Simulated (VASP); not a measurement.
# NaCl (series) (Fm-3m) in VASP: further runs

Runs on NaCl (series). Level: PBE. Tasks: single point.

Everything below comes from runs of VASP 6.6.1. Logs are shortened: lines on timing, memory, paths and dates and some standing lists are left out, and cuts for length are marked.

## Step 1: The cell of the first run

The structure is cubic, space group Fm-3m (No. 225). Conventional cell: a = 5.620 Å, b = 5.620 Å, c = 5.620 Å, α = 90.00°, β = 90.00°, γ = 90.00°. Na (site symmetry m-3m) has 6 Cl at 2.81 Å within 3.7 Å. Cl (site symmetry m-3m) has 6 Na at 2.81 Å within 3.7 Å.

## Step 2: Single point, PBE

File INCAR:

```
SYSTEM = NaCl
PREC = Accurate
ENCUT = 520
EDIFF = 1E-6
ISMEAR = 0
SIGMA = 0.02
LREAL = .False.
LASPH = .True.
NELM = 100
ALGO = Normal
ISIF = 2
LWAVE = .False.
LCHARG = .False.
GGA = PE
NBANDS = 14
```

File KPOINTS:

```
regular mesh
0
Gamma
  4 4 4
  0 0 0
```

File POSCAR:

```
NaCl
1.0
    0.0000000000      2.8100000000      2.8100000000
    2.8100000000      0.0000000000      2.8100000000
    2.8100000000      2.8100000000      0.0000000000
Na Cl
1 1
Direct
    0.0000000000      0.0000000000      0.0000000000
    0.5000000000      0.5000000000      0.5000000000
```

Potentials or basis: VASP PAW PBE potentials, release 64 (Na_pv, Cl).

Started as:

```
cat potpaw_PBE.64/Na_pv/POTCAR potpaw_PBE.64/Cl/POTCAR > POTCAR
mpirun -np 1 vasp_std > vasp.out
```

OUTCAR:

```text
SYSTEM = NaCl
   PREC = Accurate
   ENCUT = 520
   EDIFF = 1E-6
   ISMEAR = 0
   LREAL = .False.
   LASPH = .True.
   NELM = 100
   ISIF = 2
   GGA = PE

 ion  position               nearest neighbor table
   1  0.000  0.000  0.000-
   2  0.500  0.500  0.500-

  LATTYP: Found a face centered cubic cell.
 ALAT       =     5.6200000000

  Lattice vectors:

 A1 = (   0.0000000000,   2.8100000000,   2.8100000000)
 A2 = (   2.8100000000,   0.0000000000,   2.8100000000)
 A3 = (   2.8100000000,   2.8100000000,   0.0000000000)

Analysis of symmetry for initial positions (statically):
=====================================================================
 Subroutine PRICEL returns:
 Original cell was already a primitive cell.

 Routine SETGRP: Setting up the symmetry group for a
 face centered cubic supercell.

 Subroutine GETGRP returns: Found 48 space group operations
 (whereof 48 operations were pure point group operations)
 out of a pool of 48 trial point group operations.

The static configuration has the point symmetry O_h .

Analysis of symmetry for dynamics (positions and initial velocities):
=====================================================================
 Subroutine PRICEL returns:
 Original cell was already a primitive cell.

 Routine SETGRP: Setting up the symmetry group for a
 face centered cubic supercell.

 Subroutine GETGRP returns: Found 48 space group operations
 (whereof 48 operations were pure point group operations)
 out of a pool of 48 trial point group operations.

The dynamic configuration has the point symmetry O_h .

 Subroutine INISYM returns: Found 48 space group operations
 (whereof 48 operations are pure point group operations),
 and found     1 'primitive' translations

----------------------------------------------------------------------------------------

                                     Primitive cell

  volume of cell :      44.3761

  direct lattice vectors                    reciprocal lattice vectors
     0.000000000  2.810000000  2.810000000    -0.177935943  0.177935943  0.177935943
     2.810000000  0.000000000  2.810000000     0.177935943 -0.177935943  0.177935943
     2.810000000  2.810000000  0.000000000     0.177935943  0.177935943 -0.177935943

  length of vectors
     3.973940110  3.973940110  3.973940110     0.308194094  0.308194094  0.308194094

  position of ions in fractional coordinates (direct lattice)
     0.000000000  0.000000000  0.000000000
     0.500000000  0.500000000  0.500000000

  ion indices of the primitive-cell ions
   primitive index   ion index
                 1           1
                 2           2

----------------------------------------------------------------------------------------

 KPOINTS: regular mesh

Automatic generation of k-mesh.
 Grid dimensions read from file:
 generate k-points for:    4    4    4

 Generating k-lattice:

  Cartesian coordinates                     Fractional coordinates (reciprocal lattice)
    -0.044483986  0.044483986  0.044483986     0.250000000  0.000000000  0.000000000
     0.044483986 -0.044483986  0.044483986     0.000000000  0.250000000  0.000000000
     0.044483986  0.044483986 -0.044483986     0.000000000  0.000000000  0.250000000

  Length of vectors
     0.077048523  0.077048523  0.077048523

  Shift w.r.t. Gamma in fractional coordinates (k-lattice)
     0.000000000  0.000000000  0.000000000

 Subroutine IBZKPT returns following result:
 ===========================================

 Found      8 irreducible k-points:

 Following reciprocal coordinates:
            Coordinates               Weight
  0.000000  0.000000  0.000000      1.000000
  0.250000  0.000000  0.000000      8.000000
  0.500000  0.000000  0.000000      4.000000
  0.250000  0.250000  0.000000      6.000000
  0.500000  0.250000  0.000000     24.000000
 -0.250000  0.250000  0.000000     12.000000
  0.500000  0.500000  0.000000      3.000000
 -0.250000  0.500000  0.250000      6.000000
   k-points           NKPTS =      8   k-points in BZ     NKDIM =      8   number of bands    NBANDS=     14
   number of dos      NEDOS =    301   number of ions     NIONS =      2
   total plane-waves  NPLWV =  27000
   dimension x,y,z NGX =    30 NGY =   30 NGZ =   30
   dimension x,y,z NGXF=    60 NGYF=   60 NGZF=   60
   ions per type =               1   1
   NGX,Y,Z   is equivalent  to a cutoff of  12.55, 12.55, 12.55 a.u.
   NGXF,Y,Z  is equivalent  to a cutoff of  25.10, 25.10, 25.10 a.u.
 SYSTEM =  NaCl
   PREC   = accura    normal or accurate (medium, high low for compatibility)
   ISTART =      0    job   : 0-new  1-cont  2-samecut
   ICHARG =      2    charge: 1-file 2-atom 10-const
   ISPIN  =      1    spin polarized calculation?
   LNONCOLLINEAR =      F non collinear calculations
   LSORBIT =      F    spin-orbit coupling
   LASPH  =      T    aspherical Exc in radial PAW
   ENCUT  =  520.0 eV  38.22 Ry    6.18 a.u.   7.39  7.39  7.39*2*pi/ulx,y,z
   NELM   =    100;   NELMIN=  2; NELMDL= -5     # of ELM steps
   EDIFF  = 0.1E-05   stopping-criterion for ELM
   LREAL  =      F    real-space projection
   EDIFFG = 0.1E-04   stopping-criterion for IOM
   NSW    =      0    number of steps for IOM
   IBRION =     -1    ionic relax: 0-MD 1-quasi-New 2-CG
   NFREE  =      0    steps in history (QN), initial steepest desc. (CG)
   ISIF   =      2    stress and relaxation
   ISYM   =      2    0-nonsym 1-usesym 2-fastsym
   POTIM  = 0.5000    time-step for ionic-motion
   TEBEG  =    0.0;   TEEND  =   0.0 temperature during run
   PSTRESS=    0.0 pullay stress
   NELECT =      14.0000    total number of electrons
   NUPDOWN=      -1.0000    fix difference up-down
   EMIN   =  10.00;   EMAX   =-10.00  energy-range for DOS
   EFERMI =   0.00;   METHOD = LEGACY
   ISMEAR =     0;   SIGMA  =   0.02  broadening in eV -4-tet -1-fermi 0-gaus
   EFERMI_NEDOS =   21; number of points for ismear=-14 and -15
   IALGO  =     38    algorithm
   IMIX   =      4    mixing-type and parameters
     AMIX     =   0.40;   BMIX     =  1.00
     AMIX_MAG =   1.60;   BMIX_MAG =  1.00
  volume/ion in A,a.u.               =      22.19       149.73
  Fermi-wavevector in a.u.,A,eV,Ry     =   1.114469  2.106040 16.898985  1.242040
  Thomas-Fermi vector in A             =   2.251064
   LORBIT       =      0    0 simple, 1 ext, 2 COOP (PROOUT), +10 PAW based schemes
   GGA     = PE    functional components
   LHFCALC =     F    Hartree Fock is set to
   AEXX    =    0.0000 exact exchange contribution
   IVDW    =     0    specifies the selected vdW correction
   LEPSILON=     F    determine dielectric tensor
   LRPA    =     F    only Hartree local field effects (RPA)
 non-spin polarized calculation
 Gauss-broadening in eV      SIGMA  =   0.02
  energy-cutoff  :      520.00
  volume of cell :       44.38
 maximum number of plane-waves:      1243
 NGX is ok and might be reduce to    30
   NGX = 15   NGY = 15   NGZ = 15

 number of electron      14.0000000 magnetization

 Free energy of the ion-electron system (eV)
  ---------------------------------------------------
  ext. energy  EPLUGINS =         0.00000000
  ---------------------------------------------------
  free energy    TOTEN  =        -6.77019274 eV

  energy without entropy =       -6.77019274  energy(sigma->0) =       -6.77019274

 E-fermi :  -0.5028     XC(G=0):  -8.2110

 val. band max:       -0.6673912234   @ k =   0.0000   0.0000   0.0000
 cond. band min:       4.4800717873   @ k =   0.0000   0.0000   0.0000
 fundamental gap:      5.1474630107
 Fermi energy:        -0.5028164065

 k-point     1 :       0.0000    0.0000    0.0000
  band No.  band energies     occupation
      1     -21.4689      2.00000
      2     -21.4689      2.00000
      3     -21.4689      2.00000
      4     -13.3499      2.00000
      5      -0.6674      2.00000
      6      -0.6674      2.00000
      7      -0.6674      2.00000
      8       4.4801      0.00000
      9      10.4629      0.00000
     10      10.4629      0.00000
     11      10.4629      0.00000
     12      12.6374      0.00000
     13      12.6374      0.00000
     14      14.2618      0.00000

 k-point     2 :       0.2500    0.0000    0.0000
  band No.  band energies     occupation
      1     -21.4843      2.00000
      2     -21.4700      2.00000
      3     -21.4700      2.00000
      4     -13.1811      2.00000
      5      -1.7814      2.00000
      6      -0.8062      2.00000
      7      -0.8062      2.00000
      8       5.9575      0.00000
      9       9.3723      0.00000
     10      10.7519      0.00000
     11      10.7519      0.00000
     12      12.5988      0.00000
     13      12.5988      0.00000
     14      15.0332      0.00000

 k-point     3 :       0.5000    0.0000    0.0000
  band No.  band energies     occupation
      1     -21.4995      2.00000
      2     -21.4711      2.00000
      3     -21.4711      2.00000
      4     -13.0020      2.00000
      5      -2.6232      2.00000
      6      -0.9367      2.00000
      7      -0.9367      2.00000
      8       6.6242      0.00000
      9      10.0439      0.00000
     10      10.3302      0.00000
     11      10.3302      0.00000
     12      14.3884      0.00000
     13      15.5448      0.00000
     14      15.5448      0.00000
[... 52 lines left out ...]
 k-point     7 :       0.5000    0.5000    0.0000
  band No.  band energies     occupation
      1     -21.4899      2.00000
      2     -21.4773      2.00000
      3     -21.4773      2.00000
      4     -12.9540      2.00000
      5      -2.3534      2.00000
      6      -1.2730      2.00000
      7      -1.2730      2.00000
      8       6.8980      0.00000
      9       7.4020      0.00000
     10      10.7280      0.00000
     11      14.2040      0.00000
     12      14.2040      0.00000
     13      14.6509      0.00000
     14      16.4067      0.00000

 k-point     8 :      -0.2500    0.5000    0.2500
  band No.  band energies     occupation
      1     -21.4836      2.00000
      2     -21.4836      2.00000
      3     -21.4796      2.00000
      4     -12.9362      2.00000
      5      -1.8729      2.00000
      6      -1.8729      2.00000
      7      -1.4337      2.00000
      8       8.2025      0.00000
      9       9.0642      0.00000
     10       9.0642      0.00000
     11      10.7437      0.00000
     12      15.1240      0.00000
     13      15.1240      0.00000
     14      15.6922      0.00000

------------------------ aborting loop because EDIFF is reached ----------------------------------------

  FORCE on cell =-STRESS in cart. coord.  units (eV):
  Direction    XX          YY          ZZ          XY          YZ          ZX
  --------------------------------------------------------------------------------------
  -------------------------------------------------------------------------------------
  Total        0.2879257      0.2879257      0.2879257     -0.0000000      0.0000000     -0.0000000
  in kB       10.3954190     10.3954190     10.3954190     -0.0000000      0.0000000     -0.0000000
  external PRESSURE =      10.3954190 kB  Pullay stress =       0.0000000 kB

 VOLUME and BASIS-vectors are now :
 -----------------------------------------------------------------------------
  energy-cutoff  :      520.00
  volume of cell :       44.38
      direct lattice vectors                 reciprocal lattice vectors
     0.000000000  2.810000000  2.810000000    -0.177935943  0.177935943  0.177935943
     2.810000000  0.000000000  2.810000000     0.177935943 -0.177935943  0.177935943
     2.810000000  2.810000000  0.000000000     0.177935943  0.177935943 -0.177935943

 POSITION                                       TOTAL-FORCE (eV/Angst)
 -----------------------------------------------------------------------------------
      0.00000      0.00000      0.00000         0.000000      0.000000      0.000000
      2.81000      2.81000      2.81000        -0.000000     -0.000000     -0.000000
 -----------------------------------------------------------------------------------
    total drift:                               -0.000000      0.000000      0.000000

  FREE ENERGIE OF THE ION-ELECTRON SYSTEM (eV)
  ---------------------------------------------------
  free  energy   TOTEN  =        -6.7701927427 eV

  energy  without entropy=       -6.7701927427  energy(sigma->0) =       -6.77019274
```

It took 9.2 s on 1 thread of Intel Xeon 8259CL, shared host; peak memory 0.16 GiB.

What came out:

* Free energy: -6.7702 eV
* Pressure: 1.0 GPa
* Band gap on the k mesh: 5.15 eV, direct

Caveat: the k points lie up to 0.48 Å⁻¹ apart.

(Part 1 of 2 ends here.)
